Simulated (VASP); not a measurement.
Set up this calculation in VASP 6.6.1, as the native input.

```yaml
Task: single point
Functional: r2SCAN
Potentials_or_basis: VASP PAW PBE potentials, release 64 (Ba_sv, Zr_sv, O)
Cutoff: 660 eV
k_mesh: 4 × 4 × 4
Occupations: gaussian, width 0.1 eV
Spin: no spin polarisation
Dipole_correction: no
Further_INCAR_settings: ALGO = Normal; EDIFF = 1e-06; NBANDS = 28
```

The system is BaZrO3.

```
Ba Zr O
1.0
     4.19134    0.00000    0.00000
     0.00000    4.19134    0.00000
     0.00000    0.00000    4.19134
Ba Zr O
1 1 3
Direct
  0.00000 0.00000 0.00000
  0.50000 0.50000 0.50000
  0.00000 0.50000 0.50000
  0.50000 0.00000 0.50000
  0.50000 0.50000 0.00000
```

These files were run (other wordings do the same):

POSCAR

```
BaZrO3
1.0
    4.1913400000      0.0000000000      0.0000000000
    0.0000000000      4.1913400000      0.0000000000
    0.0000000000      0.0000000000      4.1913400000
Ba Zr O
1 1 3
Direct
    0.0000000000      0.0000000000      0.0000000000
    0.5000000000      0.5000000000      0.5000000000
    0.0000000000      0.5000000000      0.5000000000
    0.5000000000      0.0000000000      0.5000000000
    0.5000000000      0.5000000000      0.0000000000
```

INCAR.step1

```
SYSTEM = BaZrO3
PREC = Accurate
ENCUT = 660
ISMEAR = 0
SIGMA = 0.1
LREAL = .FALSE.
LASPH = .TRUE.
NELM = 120
NBANDS = 28
GGA = PE
ALGO = Normal
EDIFF = 1E-5
LWAVE = .TRUE.
LCHARG = .FALSE.
GGA_COMPAT = .FALSE.
```

INCAR.step2

```
SYSTEM = BaZrO3
PREC = Accurate
ENCUT = 660
EDIFF = 1E-6
ISMEAR = 0
SIGMA = 0.1
LREAL = .FALSE.
LASPH = .TRUE.
NELM = 120
ALGO = Normal
ISIF = 2
LWAVE = .FALSE.
LCHARG = .FALSE.
METAGGA = R2SCAN
LMIXTAU = .TRUE.
NBANDS = 28
ISTART = 1
GGA_COMPAT = .FALSE.
```

KPOINTS

```
Automatic mesh
0
G
  4 4 4
  0 0 0
```

Potentials or basis: VASP PAW PBE potentials, release 64 (Ba_sv, Zr_sv, O).

Launch:

```sh
$ cat potpaw_PBE.64/Ba_sv/POTCAR potpaw_PBE.64/Zr_sv/POTCAR potpaw_PBE.64/O/POTCAR > POTCAR
$ cp INCAR.step1 INCAR
$ mpirun -np 1 vasp_std > vasp.out
$ cp INCAR.step2 INCAR
$ mpirun -np 1 vasp_std > vasp.out
```

Results of the run:

```
Pressure               : 2.5 GPa
Band gap on the k mesh : 3.70 eV (least direct gap 3.95 eV)
```

Caveat: the PAW data sets were made with another functional, which shifts forces and pressure a little; spin-orbit coupling is left out, which moves the levels of the heavy elements.

Run time: 84 s on 1 thread of AMD EPYC 7R13 Processor (Zen 3), on a shared host, peak memory 0.2 GiB.
